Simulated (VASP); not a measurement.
Set up this calculation in VASP 6.6.1, as the native input.

```
Task                   : single point
Functional             : LDA
Potentials or basis    : VASP PAW LDA potentials, release 64 (Cr_sv, O)
Cutoff                 : 700 eV
k mesh                 : 4 × 4 × 6
Occupations            : gaussian, width 0.05 eV
Spin                   : collinear spin, antiferromagnetic start
Starting moments       : [2.0, -2.0, 0.0, 0.0, 0.0, 0.0] μB
Hubbard terms          : Cr d U = 6.0 eV
Dipole correction      : no
Further INCAR settings : ALGO = Normal; EDIFF = 1e-06; NBANDS = 39
```

The structure of CrO2 lies in POSCAR:

```
CrO2
1.0
    4.4210008300      0.0000000000      0.0000000000
    0.0000000000      4.4210008300      0.0000000000
    0.0000000000      0.0000000000      2.9170005500
Cr O
2 4
Direct
    0.0000000000      0.0000000000      0.0000000000
    0.5000000000      0.5000000000      0.5000000000
    0.3010000000      0.3010000000      0.0000000000
    0.1990000000      0.8010000000      0.5000000000
    0.6990000000      0.6990000000      0.0000000000
    0.8010000000      0.1990000000      0.5000000000
```

One way to write it, as run:

INCAR

```
SYSTEM = CrO2
PREC = Accurate ; ENCUT = 700
EDIFF = 1E-6 ; ISMEAR = 0
SIGMA = 0.05 ; LREAL = .FALSE.
LASPH = .TRUE. ; NELM = 200
ALGO = Normal ; ISIF = 2
LWAVE = .FALSE. ; LCHARG = .FALSE.
ISPIN = 2 ; MAGMOM = 2 -2 0 0 0 0
LORBIT = 11 ; LMAXMIX = 4
LDAU = .TRUE. ; LDAUTYPE = 2
LDAUL = 2 -1 ; LDAUU = 6 0
LDAUJ = 0 0 ; LDAUPRINT = 1
GGA = CA ; NBANDS = 39
GGA_COMPAT = .FALSE.
```

KPOINTS

```
regular mesh
0
G
  4 4 6
  0 0 0
```

Potentials or basis: VASP PAW LDA potentials, release 64 (Cr_sv, O).

Command:

```bash
$ cat potpaw_LDA.64/Cr_sv/POTCAR potpaw_LDA.64/O/POTCAR > POTCAR
$ mpirun -np 1 vasp_std > vasp.out
```

Results of the run:

The pressure is -5.9 GPa. The largest force is 0.217 eV/Å. The band gap on the k mesh is 0.51 eV (least direct gap 0.77 eV) and the net moment is 0.00 μB per cell. The site moments are Cr +1.95, -1.95; O -0.02, +0.02 (each value once) μB. The valence electrons inside the program's atomic spheres are Cr 11.48; O 5.04.

Caveat: the cell stands under tension.

Run time: 3.1 min on 1 thread of Intel(R) Xeon(R) Platinum 8375C CPU @ 2.90GHz (Ice Lake) (shared host), peak memory 0.25 GiB.
